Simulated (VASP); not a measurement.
# Te (R-3m) in VASP: a series of runs

Te is run at these levels: r2SCAN; tasks: single point.

All numbers are computed with VASP 6.6.1; they aren't measurements. Logs are shortened: lines on timing, memory, paths and dates and some standing lists are left out, and cuts for length are marked.

## (1) The cell of the first run

Symmetry: R-3m, No. 166, trigonal system. Conventional cell: a = 4.612 Å, b = 4.612 Å, c = 5.073 Å, α = 90.00°, β = 90.00°, γ = 120.00°. Te (site symmetry -3m) has 12 Te at 3.15 to 4.30 Å within 4.4 Å.

## (2) Single point, r2SCAN

Input file POSCAR:

```
Te
1.0
    2.3059043427      1.3313144930      1.6909537039
   -2.3059043427      1.3313144930      1.6909537039
    0.0000000000     -2.6626289859      1.6909537039
Te
1
Direct
    0.5000000000      0.5000000000      0.5000000000
```

Input file INCAR.step1:

```
SYSTEM = Te
PREC = Accurate
ENCUT = 520
ISMEAR = 0
SIGMA = 0.15
LREAL = .FALSE.
LASPH = .TRUE.
NELM = 60
NBANDS = 9
GGA = PE
ALGO = Normal
EDIFF = 1E-4
LWAVE = .TRUE.
LCHARG = .FALSE.
```

Input file INCAR.step2:

```
SYSTEM = Te
PREC = Accurate
ENCUT = 520
EDIFF = 1E-6
ISMEAR = 0
SIGMA = 0.15
LREAL = .FALSE.
LASPH = .TRUE.
NELM = 60
ALGO = Normal
ISIF = 2
LWAVE = .FALSE.
LCHARG = .TRUE.
METAGGA = R2SCAN
LMIXTAU = .TRUE.
LELF = .TRUE.
LVHAR = .TRUE.
NBANDS = 9
ISTART = 1
```

Input file KPOINTS:

```
Automatic mesh
0
G
  15 15 15
  0 0 0
```

Potentials or basis: VASP PAW PBE potentials, release 64 (Te).

Launch:

```
cat potpaw_PBE.64/Te/POTCAR > POTCAR
cp INCAR.step1 INCAR
mpirun -np 1 vasp_std > vasp.out
cp INCAR.step2 INCAR
mpirun -np 1 vasp_std > vasp.out
```

OUTCAR:

```text
SYSTEM = Te
   PREC = Accurate
   ENCUT = 520
   EDIFF = 1E-6
   ISMEAR = 0
   LREAL = .FALSE.
   LASPH = .TRUE.
   NELM = 60
   ISIF = 2
   METAGGA = R2SCAN
   ISTART = 1

 ion  position               nearest neighbor table
   1  0.500  0.500  0.500-

  LATTYP: Found a trigonal (rhomboedric) cell.
 ALAT       =     3.1541904739
 COS(alpha) =    -0.0688991668

  Lattice vectors:

 A1 = (   2.3059043427,   1.3313144930,   1.6909537039)
 A2 = (  -2.3059043427,   1.3313144930,   1.6909537039)
 A3 = (   0.0000000000,  -2.6626289859,   1.6909537039)

Analysis of symmetry for initial positions (statically):
=====================================================================
 Subroutine PRICEL returns:
 Original cell was already a primitive cell.

 Routine SETGRP: Setting up the symmetry group for a
 trigonal (rhombohedral) supercell.

 Subroutine GETGRP returns: Found 12 space group operations
 (whereof 12 operations were pure point group operations)
 out of a pool of 12 trial point group operations.

The static configuration has the point symmetry D_3d.

Analysis of symmetry for dynamics (positions and initial velocities):
=====================================================================
 Subroutine PRICEL returns:
 Original cell was already a primitive cell.

 Routine SETGRP: Setting up the symmetry group for a
 trigonal (rhombohedral) supercell.

 Subroutine GETGRP returns: Found 12 space group operations
 (whereof 12 operations were pure point group operations)
 out of a pool of 12 trial point group operations.

The dynamic configuration has the point symmetry D_3d.

 Subroutine INISYM returns: Found 12 space group operations
 (whereof 12 operations are pure point group operations),
 and found     1 'primitive' translations

----------------------------------------------------------------------------------------

                                     Primitive cell

  volume of cell :      31.1462

  direct lattice vectors                    reciprocal lattice vectors
     2.305904343  1.331314493  1.690953704     0.216834667  0.125189553  0.197127415
    -2.305904343  1.331314493  1.690953704    -0.216834667  0.125189553  0.197127415
     0.000000000 -2.662628986  1.690953704     0.000000000 -0.250379107  0.197127415

  length of vectors
     3.154190474  3.154190474  3.154190474     0.318667405  0.318667405  0.318667405

  position of ions in fractional coordinates (direct lattice)
     0.500000000  0.500000000  0.500000000

  ion indices of the primitive-cell ions
   primitive index   ion index
                 1           1

----------------------------------------------------------------------------------------

 KPOINTS: Automatic mesh

Automatic generation of k-mesh.
 Grid dimensions read from file:
 generate k-points for:   15   15   15

 Generating k-lattice:

  Cartesian coordinates                     Fractional coordinates (reciprocal lattice)
     0.014455644  0.008345970  0.013141828     0.066666667 -0.000000000  0.000000000
    -0.014455644  0.008345970  0.013141828    -0.000000000  0.066666667  0.000000000
     0.000000000 -0.016691940  0.013141828     0.000000000  0.000000000  0.066666667

  Length of vectors
     0.021244494  0.021244494  0.021244494

  Shift w.r.t. Gamma in fractional coordinates (k-lattice)
     0.000000000  0.000000000  0.000000000

 Subroutine IBZKPT returns following result:
 ===========================================

 Found    344 irreducible k-points:

 Following reciprocal coordinates:
            Coordinates               Weight
  0.000000  0.000000  0.000000      1.000000
  0.066667 -0.000000 -0.000000      6.000000
  0.133333 -0.000000  0.000000      6.000000
  0.200000  0.000000 -0.000000      6.000000
  0.266667 -0.000000  0.000000      6.000000
  0.333333  0.000000  0.000000      6.000000
[... 16 lines left out ...]
  0.133333  0.133333  0.000000      6.000000
  0.200000  0.133333 -0.000000     12.000000
 [... further k-points ...]
   k-points           NKPTS =    344   k-points in BZ     NKDIM =    344   number of bands    NBANDS=      9
   number of dos      NEDOS =    301   number of ions     NIONS =      1
   total plane-waves  NPLWV =  13824
   dimension x,y,z NGX =    24 NGY =   24 NGZ =   24
   dimension x,y,z NGXF=    48 NGYF=   48 NGZF=   48
   ions per type =               1
   NGX,Y,Z   is equivalent  to a cutoff of  12.65, 12.65, 12.65 a.u.
   NGXF,Y,Z  is equivalent  to a cutoff of  25.30, 25.30, 25.30 a.u.
 SYSTEM =  Te
   PREC   = accura    normal or accurate (medium, high low for compatibility)
   ISTART =      1    job   : 0-new  1-cont  2-samecut
   ICHARG =      0    charge: 1-file 2-atom 10-const
   ISPIN  =      1    spin polarized calculation?
   LNONCOLLINEAR =      F non collinear calculations
   LSORBIT =      F    spin-orbit coupling
   LASPH  =      T    aspherical Exc in radial PAW
   ENCUT  =  520.0 eV  38.22 Ry    6.18 a.u.   5.86  5.86  5.86*2*pi/ulx,y,z
   NELM   =     60;   NELMIN=  2; NELMDL=  0     # of ELM steps
   EDIFF  = 0.1E-05   stopping-criterion for ELM
   LREAL  =      F    real-space projection
   EDIFFG = 0.1E-04   stopping-criterion for IOM
   NSW    =      0    number of steps for IOM
   IBRION =     -1    ionic relax: 0-MD 1-quasi-New 2-CG
   NFREE  =      0    steps in history (QN), initial steepest desc. (CG)
   ISIF   =      2    stress and relaxation
   ISYM   =      2    0-nonsym 1-usesym 2-fastsym
   POTIM  = 0.5000    time-step for ionic-motion
   TEBEG  =    0.0;   TEEND  =   0.0 temperature during run
   PSTRESS=    0.0 pullay stress
   NELECT =       6.0000    total number of electrons
   NUPDOWN=      -1.0000    fix difference up-down
   EMIN   =  10.00;   EMAX   =-10.00  energy-range for DOS
   EFERMI =   0.00;   METHOD = LEGACY
   ISMEAR =     0;   SIGMA  =   0.15  broadening in eV -4-tet -1-fermi 0-gaus
   EFERMI_NEDOS =   21; number of points for ismear=-14 and -15
   IALGO  =     38    algorithm
   IMIX   =      4    mixing-type and parameters
     AMIX     =   0.40;   BMIX     =  1.00
     AMIX_MAG =   1.60;   BMIX_MAG =  1.00
  volume/ion in A,a.u.               =      31.15       210.18
  Fermi-wavevector in a.u.,A,eV,Ry     =   0.945490  1.786717 12.162947  0.893951
  Thomas-Fermi vector in A             =   2.073397
   LORBIT       =      0    0 simple, 1 ext, 2 COOP (PROOUT), +10 PAW based schemes
   METAGGA = R2SCAN    functional components
   LHFCALC =     F    Hartree Fock is set to
   AEXX    =    0.0000 exact exchange contribution
   IVDW    =     0    specifies the selected vdW correction
   LEPSILON=     F    determine dielectric tensor
   LRPA    =     F    only Hartree local field effects (RPA)
 non-spin polarized calculation
 Gauss-broadening in eV      SIGMA  =   0.15
  energy-cutoff  :      520.00
  volume of cell :       31.15
 maximum number of plane-waves:       858
   NGX = 11   NGY = 11   NGZ = 11

 number of electron       5.9999999 magnetization

 Free energy of the ion-electron system (eV)
  ---------------------------------------------------
  ext. energy  EPLUGINS =         0.00000000
  ---------------------------------------------------
  free energy    TOTEN  =       -25.33445897 eV

  energy without entropy =      -25.32940479  energy(sigma->0) =      -25.33193188

 E-fermi :   6.9617     XC(G=0):  -9.9769

 val. band max:        6.9423878209   @ k =  -0.2000   0.3333   0.2000
 cond. band min:       6.9675156168   @ k =  -0.2667   0.4000   0.2000
 fundamental gap:      0.0251277959
 Fermi energy:         6.9617008353

 k-point     1 :       0.0000    0.0000    0.0000
  band No.  band energies     occupation
      1      -7.6113      2.00000
      2       7.9629      0.00000
      3       8.5179      0.00000
      4       8.5179      0.00000
      5      13.3679      0.00000
      6      13.3679      0.00000
      7      14.4798      0.00000
      8      24.8518      0.00000
      9      24.9147      0.00000

 k-point     2 :       0.0667   -0.0000   -0.0000
  band No.  band energies     occupation
      1      -7.5522      2.00000
      2       7.5534      0.00000
      3       8.2868      0.00000
      4       8.5672      0.00000
      5      13.4218      0.00000
      6      13.8323      0.00000
      7      14.8772      0.00000
      8      23.4685      0.00000
      9      23.5729      0.00000

 k-point     3 :       0.1333   -0.0000    0.0000
  band No.  band energies     occupation
      1      -7.3774      2.00000
      2       6.2028      2.00000
      3       8.3589      0.00000
      4       8.7107      0.00000
      5      13.5808      0.00000
      6      14.2712      0.00000
      7      16.3620      0.00000
      8      22.0762      0.00000
      9      22.1929      0.00000

 k-point     4 :       0.2000    0.0000   -0.0000
  band No.  band energies     occupation
      1      -7.0957      2.00000
      2       4.6697      2.00000
      3       8.5701      0.00000
      4       8.9356      0.00000
      5      13.8346      0.00000
      6      14.6423      0.00000
      7      18.2646      0.00000
      8      20.8951      0.00000
      9      20.9471      0.00000
[... 205 lines left out ...]
 k-point    22 :      -0.0667    0.0667    0.0000
  band No.  band energies     occupation
      1      -7.4996      2.00000
      2       7.5026      0.00000
      3       7.9681      0.00000
      4       8.4936      0.00000
      5      13.6417      0.00000
      6      14.1592      0.00000
      7      15.0312      0.00000
      8      22.0405      0.00000
      9      23.4626      0.00000

 k-point    23 :       0.1333    0.1333    0.0000
  band No.  band energies     occupation
      1      -7.1187      2.00000
      2       6.2209      2.00000
      3       6.2959      2.00000
      4       8.7328      0.00000
      5      14.1809      0.00000
      6      16.4852      0.00000
      7      16.9837      0.00000
      8      21.7889      0.00000
      9      22.3646      0.00000

 k-point    24 :       0.2000    0.1333   -0.0000
  band No.  band energies     occupation
      1      -6.8262      2.00000
      2       4.7262      2.00000
      3       6.4402      2.00000
      4       8.9517      0.00000
      5      14.4974      0.00000
      6      16.9929      0.00000
      7      18.5755      0.00000
      8      20.5337      0.00000
      9      21.3050      0.00000

 [... further k-points ...]

------------------------ aborting loop because EDIFF is reached ----------------------------------------

  FORCE on cell =-STRESS in cart. coord.  units (eV):
  Direction    XX          YY          ZZ          XY          YZ          ZX
  --------------------------------------------------------------------------------------
  -------------------------------------------------------------------------------------
  Total        0.3361715      0.3361715      0.3600043      0.0000000      0.0000000      0.0000000
  in kB       17.2928520     17.2928520     18.5188234      0.0000000      0.0000000      0.0000000
  external PRESSURE =      17.7015091 kB  Pullay stress =       0.0000000 kB

 VOLUME and BASIS-vectors are now :
 -----------------------------------------------------------------------------
  energy-cutoff  :      520.00
  volume of cell :       31.15
      direct lattice vectors                 reciprocal lattice vectors
     2.305904343  1.331314493  1.690953704     0.216834667  0.125189553  0.197127415
    -2.305904343  1.331314493  1.690953704    -0.216834667  0.125189553  0.197127415
     0.000000000 -2.662628986  1.690953704     0.000000000 -0.250379107  0.197127415

 POSITION                                       TOTAL-FORCE (eV/Angst)
 -----------------------------------------------------------------------------------
      0.00000      0.00000      2.53643         0.000000     -0.000000      0.000000
 -----------------------------------------------------------------------------------
    total drift:                                0.000000      0.000000     -0.000000

  FREE ENERGIE OF THE ION-ELECTRON SYSTEM (eV)
  ---------------------------------------------------
  free  energy   TOTEN  =       -25.3344589674 eV

  energy  without entropy=      -25.3294047858  energy(sigma->0) =      -25.33193188
```

Wall time 2 min (1 thread of AMD EPYC 9R45 (Zen 5), shared host); peak memory 0.18 GiB.

Results:

```
Free energy            : -25.3345 eV
Pressure               : 1.8 GPa
Band gap on the k mesh : zero (bands 3 and 4 overlap by 5.28 eV)
```

Levels at points of the mesh, in eV from the Fermi level:
```tsv
k point	band 1	band 2	band 3	band 4	band 5	band 6
(0.00, 0.00, 0.00)	-14.57	1.00	1.56	1.56	6.41	6.41
```

Caveat: the PAW data sets were made with another functional, which shifts forces and pressure a little; spin-orbit coupling is left out, which moves the levels of the heavy elements.

[end of part 1 of 2]

The gap in the log of VASP goes by the Fermi energy; the results here count the filled bands.